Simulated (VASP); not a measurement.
# Al2Ru (Fddd) in VASP: notebook

Al2Ru is run at these levels: r2SCAN; tasks: single point.

Everything below comes from runs of VASP 6.6.1. Logs are shortened: lines on timing, memory, paths and dates and some standing lists are left out, and cuts for length are marked.

## (1) The cell of the first run

It takes space group Fddd (No. 70, orthorhombic). The conventional cell has a = 4.705 Å, b = 7.980 Å, c = 8.783 Å, α = 90.00°, β = 90.00°, γ = 90.00°. Within 3.4 Å of Al (site symmetry 2) lie 5 Ru at 2.57 to 2.72 Å and 9 Al at 2.60 to 3.19 Å. Within 3.4 Å of Ru (site symmetry 222) lie 10 Al at 2.57 to 2.72 Å and 4 Ru at 3.19 Å.

## (2) Single point, r2SCAN

POSCAR

```
Al2Ru
1.0
    0.0000000000      3.9898374997      4.3915250777
    2.3524746913      0.0000000000      4.3915250777
    2.3524746913      3.9898374997      0.0000000000
Al Ru
4 2
Direct
    0.0790610300      0.4209389700      0.0790610300
    0.4209389700      0.0790610300      0.4209389700
    0.1709389700      0.8290610300      0.1709389700
    0.8290610300      0.1709389700      0.8290610300
    0.7500000000      0.7500000000      0.7500000000
    0.5000000000      0.5000000000      0.5000000000
```

INCAR.step1

```
PREC = Accurate
ENCUT = 520
ISMEAR = -1
SIGMA = 0.03
LREAL = F
LASPH = T
NELM = 100
NBANDS = 29
GGA = PE
ALGO = Normal
EDIFF = 1E-4
LWAVE = T
LCHARG = F
```

INCAR.step2

```
PREC = Accurate
ENCUT = 520
EDIFF = 1E-7
ISMEAR = -1
SIGMA = 0.03
LREAL = F
LASPH = T
NELM = 100
ALGO = Normal
ISIF = 2
LWAVE = F
LCHARG = F
METAGGA = R2SCAN
LMIXTAU = T
NBANDS = 29
ISTART = 1
```

KPOINTS

```
Automatic mesh
0
Gamma
  10 10 10
```

Potentials or basis: VASP PAW PBE potentials, release 64 (Al, Ru_pv).

Command:

```bash
$ cat potpaw_PBE.64/Al/POTCAR potpaw_PBE.64/Ru_pv/POTCAR > POTCAR
$ cp INCAR.step1 INCAR
$ mpirun -np 1 vasp_std > vasp.out
$ cp INCAR.step2 INCAR
$ mpirun -np 1 vasp_std > vasp.out
```

OUTCAR:

```text
PREC = Accurate
   ENCUT = 520
   EDIFF = 1E-7
   ISMEAR = -1
   LREAL = F
   LASPH = T
   NELM = 100
   ISIF = 2
   METAGGA = R2SCAN
   ISTART = 1

 ion  position               nearest neighbor table
   1  0.079  0.421  0.079-   6 2.57   6 2.57   3 2.60   3 2.60   5 2.63   2 2.67   2 2.67   5 2.72
                             5 2.72   2 2.73   4 3.19   4 3.19   4 3.19   4 3.19
   2  0.421  0.079  0.421-   6 2.57   6 2.57   4 2.60   4 2.60   5 2.63   1 2.67   1 2.67   5 2.72
                             5 2.72   1 2.73   3 3.19   3 3.19   3 3.19   3 3.19
   3  0.171  0.829  0.171-   5 2.57   5 2.57   1 2.60   1 2.60   6 2.63   4 2.67   4 2.67   6 2.72
                             6 2.72   4 2.73   2 3.19   2 3.19   2 3.19   2 3.19
   4  0.829  0.171  0.829-   5 2.57   5 2.57   2 2.60   2 2.60   6 2.63   3 2.67   3 2.67   6 2.72
                             6 2.72   3 2.73   1 3.19   1 3.19   1 3.19   1 3.19
   5  0.750  0.750  0.750-   4 2.57   3 2.57   4 2.57   3 2.57   1 2.63   2 2.63   2 2.72   2 2.72
                             1 2.72   1 2.72   6 3.19   6 3.19   6 3.19   6 3.19
   6  0.500  0.500  0.500-   1 2.57   2 2.57   1 2.57   2 2.57   3 2.63   4 2.63   3 2.72   3 2.72
                             4 2.72   4 2.72   5 3.19   5 3.19   5 3.19   5 3.19

  LATTYP: Found a face centered orthorhombic cell.
 ALAT       =     4.7049493826
 B/A-ratio  =     1.6960171833
 C/A-ratio  =     1.8667682564

  Lattice vectors:

 A1 = (   0.0000000000,   3.9898374997,   4.3915250777)
 A2 = (   2.3524746913,   0.0000000000,   4.3915250777)
 A3 = (   2.3524746913,   3.9898374997,   0.0000000000)

Analysis of symmetry for initial positions (statically):
=====================================================================
 Subroutine PRICEL returns:
 Original cell was already a primitive cell.

 Routine SETGRP: Setting up the symmetry group for a
 face centered orthorhombic supercell.

 Subroutine GETGRP returns: Found  8 space group operations
 (whereof  4 operations were pure point group operations)
 out of a pool of  8 trial point group operations.

The static configuration has the point symmetry D_2 .
 The point group associated with its full space group is D_2h.

Analysis of symmetry for dynamics (positions and initial velocities):
=====================================================================
 Subroutine PRICEL returns:
 Original cell was already a primitive cell.

 Routine SETGRP: Setting up the symmetry group for a
 face centered orthorhombic supercell.

 Subroutine GETGRP returns: Found  8 space group operations
 (whereof  4 operations were pure point group operations)
 out of a pool of  8 trial point group operations.

The dynamic configuration has the point symmetry D_2 .
 The point group associated with its full space group is D_2h.

 Subroutine INISYM returns: Found  8 space group operations
 (whereof  4 operations are pure point group operations),
 and found     1 'primitive' translations

----------------------------------------------------------------------------------------

                                     Primitive cell

  volume of cell :      82.4376

  direct lattice vectors                    reciprocal lattice vectors
     0.000000000  3.989837500  4.391525078    -0.212542138  0.125318387  0.113855663
     2.352474691  0.000000000  4.391525078     0.212542138 -0.125318387  0.113855663
     2.352474691  3.989837500  0.000000000     0.212542138  0.125318387 -0.113855663

  length of vectors
     5.933320806  4.981930317  4.631731906     0.271738791  0.271738791  0.271738791

  position of ions in fractional coordinates (direct lattice)
     0.079061030  0.420938970  0.079061030
     0.420938970  0.079061030  0.420938970
     0.170938970  0.829061030  0.170938970
     0.829061030  0.170938970  0.829061030
     0.750000000  0.750000000  0.750000000
     0.500000000  0.500000000  0.500000000

  ion indices of the primitive-cell ions
   primitive index   ion index
                 1           1
                 2           2
                 3           3
                 4           4
                 5           5
                 6           6

----------------------------------------------------------------------------------------

 KPOINTS: Automatic mesh

Automatic generation of k-mesh.
 Grid dimensions read from file:
 generate k-points for:   10   10   10

 Generating k-lattice:

  Cartesian coordinates                     Fractional coordinates (reciprocal lattice)
    -0.021254214  0.012531839  0.011385566     0.100000000  0.000000000 -0.000000000
     0.021254214 -0.012531839  0.011385566     0.000000000  0.100000000  0.000000000
     0.021254214  0.012531839 -0.011385566    -0.000000000  0.000000000  0.100000000

  Length of vectors
     0.027173879  0.027173879  0.027173879

  Shift w.r.t. Gamma in fractional coordinates (k-lattice)
     0.000000000  0.000000000  0.000000000

 Subroutine IBZKPT returns following result:
 ===========================================

 Found    171 irreducible k-points:

 Following reciprocal coordinates:
            Coordinates               Weight
  0.000000  0.000000  0.000000      1.000000
  0.100000  0.000000  0.000000      8.000000
  0.200000  0.000000  0.000000      8.000000
  0.300000  0.000000  0.000000      8.000000
  0.400000 -0.000000 -0.000000      8.000000
  0.500000  0.000000  0.000000      4.000000
[... 16 lines left out ...]
  0.300000  0.300000  0.000000      2.000000
  0.400000  0.300000 -0.000000      8.000000
 [... further k-points ...]
   k-points           NKPTS =    171   k-points in BZ     NKDIM =    171   number of bands    NBANDS=     29
   number of dos      NEDOS =    301   number of ions     NIONS =      6
   total plane-waves  NPLWV =  69120
   dimension x,y,z NGX =    48 NGY =   40 NGZ =   36
   dimension x,y,z NGXF=    96 NGYF=   80 NGZF=   72
   ions per type =               4   2
   NGX,Y,Z   is equivalent  to a cutoff of  13.45, 13.35, 12.92 a.u.
   NGXF,Y,Z  is equivalent  to a cutoff of  26.90, 26.70, 25.84 a.u.
 SYSTEM =  unknown system
   PREC   = accura    normal or accurate (medium, high low for compatibility)
   ISTART =      1    job   : 0-new  1-cont  2-samecut
   ICHARG =      0    charge: 1-file 2-atom 10-const
   ISPIN  =      1    spin polarized calculation?
   LNONCOLLINEAR =      F non collinear calculations
   LSORBIT =      F    spin-orbit coupling
   LASPH  =      T    aspherical Exc in radial PAW
   ENCUT  =  520.0 eV  38.22 Ry    6.18 a.u.  11.03  9.26  8.61*2*pi/ulx,y,z
   NELM   =    100;   NELMIN=  2; NELMDL=  0     # of ELM steps
   EDIFF  = 0.1E-06   stopping-criterion for ELM
   LREAL  =      F    real-space projection
   EDIFFG = 0.1E-05   stopping-criterion for IOM
   NSW    =      0    number of steps for IOM
   IBRION =     -1    ionic relax: 0-MD 1-quasi-New 2-CG
   NFREE  =      0    steps in history (QN), initial steepest desc. (CG)
   ISIF   =      2    stress and relaxation
   ISYM   =      2    0-nonsym 1-usesym 2-fastsym
   POTIM  = 0.5000    time-step for ionic-motion
   TEBEG  =    0.0;   TEEND  =   0.0 temperature during run
   PSTRESS=    0.0 pullay stress
   NELECT =      40.0000    total number of electrons
   NUPDOWN=      -1.0000    fix difference up-down
   EMIN   =  10.00;   EMAX   =-10.00  energy-range for DOS
   EFERMI =   0.00;   METHOD = LEGACY
   ISMEAR =    -1;   SIGMA  =   0.03  broadening in eV -4-tet -1-fermi 0-gaus
   EFERMI_NEDOS =   21; number of points for ismear=-14 and -15
   IALGO  =     38    algorithm
   IMIX   =      4    mixing-type and parameters
     AMIX     =   0.40;   BMIX     =  1.00
     AMIX_MAG =   1.60;   BMIX_MAG =  1.00
  volume/ion in A,a.u.               =      13.74        92.72
  Fermi-wavevector in a.u.,A,eV,Ry     =   1.286430  2.431001 22.516327  1.654903
  Thomas-Fermi vector in A             =   2.418505
   LORBIT       =      0    0 simple, 1 ext, 2 COOP (PROOUT), +10 PAW based schemes
   METAGGA = R2SCAN    functional components
   LHFCALC =     F    Hartree Fock is set to
   AEXX    =    0.0000 exact exchange contribution
   IVDW    =     0    specifies the selected vdW correction
   LEPSILON=     F    determine dielectric tensor
   LRPA    =     F    only Hartree local field effects (RPA)
 non-spin polarized calculation
  energy-cutoff  :      520.00
  volume of cell :       82.44
 maximum number of plane-waves:      2240
 NGX is ok and might be reduce to    48
   NGX = 23   NGY = 19   NGZ = 17

 number of electron      40.0000001 magnetization

 Free energy of the ion-electron system (eV)
  ---------------------------------------------------
  ext. energy  EPLUGINS =         0.00000000
  ---------------------------------------------------
  free energy    TOTEN  =       -82.46842022 eV

  energy without entropy =      -82.46835532  energy(sigma->0) =      -82.46838777

 E-fermi :  10.6812     XC(G=0): -12.8427

 val. band max:       10.6195373646   @ k =   0.0000   0.0000   0.0000
 cond. band min:      10.7996219560   @ k =   0.0000   0.3000   0.3000
 fundamental gap:      0.1800845914
 Fermi energy:        10.6811820462

 k-point     1 :       0.0000    0.0000    0.0000
  band No.  band energies     occupation
      1     -33.4844      2.00000
      2     -33.3989      2.00000
      3     -33.3902      2.00000
      4     -33.3333      2.00000
      5     -33.3252      2.00000
      6     -33.3214      2.00000
[... 21 lines left out ...]
     28      14.8841      0.00000
     29      15.6777      0.00000

 k-point     2 :       0.1000    0.0000    0.0000
  band No.  band energies     occupation
      1     -33.4833      2.00000
      2     -33.4036      2.00000
      3     -33.3868      2.00000
      4     -33.3348      2.00000
      5     -33.3242      2.00000
      6     -33.3214      2.00000
[... 21 lines left out ...]
     28      15.4789      0.00000
     29      16.0520      0.00000

 k-point     3 :       0.2000    0.0000    0.0000
  band No.  band energies     occupation
      1     -33.4803      2.00000
      2     -33.4113      2.00000
      3     -33.3826      2.00000
      4     -33.3374      2.00000
      5     -33.3236      2.00000
      6     -33.3204      2.00000
[... 21 lines left out ...]
     28      16.4456      0.00000
     29      16.7911      0.00000

 k-point     4 :       0.3000    0.0000    0.0000
  band No.  band energies     occupation
      1     -33.4761      2.00000
      2     -33.4191      2.00000
      3     -33.3802      2.00000
      4     -33.3392      2.00000
      5     -33.3238      2.00000
      6     -33.3191      2.00000
[... 21 lines left out ...]
     28      17.3347      0.00000
     29      18.0300      0.00000

 k-point     5 :       0.4000   -0.0000   -0.0000
  band No.  band energies     occupation
      1     -33.4720      2.00000
      2     -33.4253      2.00000
      3     -33.3795      2.00000
      4     -33.3400      2.00000
      5     -33.3238      2.00000
      6     -33.3183      2.00000
[... 21 lines left out ...]
     28      17.7055      0.00000
     29      18.4462      0.00000
[... 510 lines left out ...]
     28      17.5411      0.00000
     29      17.9792      0.00000

 k-point    22 :      -0.2000    0.2000   -0.0000
  band No.  band energies     occupation
      1     -33.4751      2.00000
      2     -33.4246      2.00000
      3     -33.3758      2.00000
      4     -33.3382      2.00000
      5     -33.3253      2.00000
      6     -33.3196      2.00000
[... 21 lines left out ...]
     28      17.4586      0.00000
     29      17.9122      0.00000

 k-point    23 :       0.3000    0.3000    0.0000
  band No.  band energies     occupation
      1     -33.4661      2.00000
      2     -33.4107      2.00000
      3     -33.3912      2.00000
      4     -33.3589      2.00000
      5     -33.3166      2.00000
      6     -33.3125      2.00000
[... 21 lines left out ...]
     28      15.7163      0.00000
     29      16.4204      0.00000

 k-point    24 :       0.4000    0.3000   -0.0000
  band No.  band energies     occupation
      1     -33.4603      2.00000
      2     -33.4195      2.00000
      3     -33.3866      2.00000
      4     -33.3627      2.00000
      5     -33.3155      2.00000
      6     -33.3121      2.00000
[... 21 lines left out ...]
     28      15.8691      0.00000
     29      17.0113      0.00000

 [... further k-points ...]
[... 5 lines left out ...]
  --------------------------------------------------------------------------------------
  -------------------------------------------------------------------------------------
  Total       -0.0218714     -0.0532763     -0.0273602      0.0000000      0.0000000      0.0000000
  in kB       -0.4250715     -1.0354262     -0.5317467      0.0000000      0.0000000      0.0000000
  external PRESSURE =      -0.6640814 kB  Pullay stress =       0.0000000 kB

 VOLUME and BASIS-vectors are now :
 -----------------------------------------------------------------------------
  energy-cutoff  :      520.00
  volume of cell :       82.44
      direct lattice vectors                 reciprocal lattice vectors
     0.000000000  3.989837500  4.391525078    -0.212542138  0.125318387  0.113855663
     2.352474691  0.000000000  4.391525078     0.212542138 -0.125318387  0.113855663
     2.352474691  3.989837500  0.000000000     0.212542138  0.125318387 -0.113855663

 POSITION                                       TOTAL-FORCE (eV/Angst)
 -----------------------------------------------------------------------------------
      1.17624      0.63088      2.19576         0.000000      0.005160      0.000000
      1.17624      3.35896      2.19576         0.000000     -0.005160      0.000000
      2.35247      1.36404      4.39153        -0.000000     -0.005160     -0.000000
      2.35247      6.61564      4.39153        -0.000000      0.005160     -0.000000
      3.52871      5.98476      6.58729         0.000000      0.000000     -0.000000
      2.35247      3.98984      4.39153        -0.000000      0.000000     -0.000000
 -----------------------------------------------------------------------------------
    total drift:                               -0.000000     -0.000000     -0.000000

  FREE ENERGIE OF THE ION-ELECTRON SYSTEM (eV)
  ---------------------------------------------------
  free  energy   TOTEN  =       -82.4684202199 eV

  energy  without entropy=      -82.4683553239  energy(sigma->0) =      -82.46838777
```

Wall time 40 min (1 thread of Intel Xeon 8259CL, shared host); peak memory 0.51 GiB.

Results:

```yaml
Free_energy: -82.4684 eV
Pressure: -0.1 GPa
Largest_force: 0.005 eV/Å
```

Forces in eV/Å, atoms in the order of the input:
```
Al   0.000  0.005  0.000
Al   0.000 -0.005  0.000
Al   0.000 -0.005  0.000
Al   0.000  0.005  0.000
Ru   0.000  0.000  0.000
Ru   0.000  0.000  0.000
```

Caveat: the PAW data sets were made with another functional, which shifts forces and pressure a little.

(Continued in part 2 of 2.)
